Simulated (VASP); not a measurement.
Write the native input for VASP 6.6.1 that does the following.

| Item | Value |
| --- | --- |
| Task | single point |
| Functional | PBEsol |
| Potentials or basis | VASP PAW PBE potentials, release 64 (B, P) |
| Cutoff | 500 eV |
| k mesh | 6 × 6 × 6 |
| Occupations | fermi-dirac, width 0.001 eV |
| Spin | no spin polarisation |
| Dipole correction | no |
| Further INCAR settings | ALGO = Normal; EDIFF = 1e-06; NBANDS = 11 |

The structure of BP lies in POSCAR:

```
BP
1.0
    0.0000000000      2.2683156724      2.2683156724
    2.2683156724      0.0000000000      2.2683156724
    2.2683156724      2.2683156724      0.0000000000
B P
1 1
Direct
    0.0000000000      0.0000000000      0.0000000000
    0.2500000000      0.2500000000      0.2500000000
```

These files were run (other wordings do the same):

INCAR

```
PREC = Accurate ; ENCUT = 500
EDIFF = 1E-6 ; ISMEAR = -1
SIGMA = 0.001 ; LREAL = F
LASPH = T ; NELM = 120
ALGO = Normal ; ISIF = 2
LWAVE = F ; LCHARG = F
GGA = PS ; NBANDS = 11
GGA_COMPAT = F
```

KPOINTS

```
Automatic mesh
0
Gamma
  6 6 6
```

Potentials or basis: VASP PAW PBE potentials, release 64 (B, P).

Command:

```console
$ cat potpaw_PBE.64/B/POTCAR potpaw_PBE.64/P/POTCAR > POTCAR
$ mpirun -np 1 vasp_std > vasp.out
```

Results of the run:

```
Pressure               : -1.6 GPa
Band gap on the k mesh : 1.22 eV, indirect (least direct gap 3.36 eV)
```

Caveat: the PAW data sets were made with another functional, which shifts forces and pressure a little.

It took 6 s on 1 thread of AMD EPYC 7R13, on a shared host, peak memory 0.1 GiB.
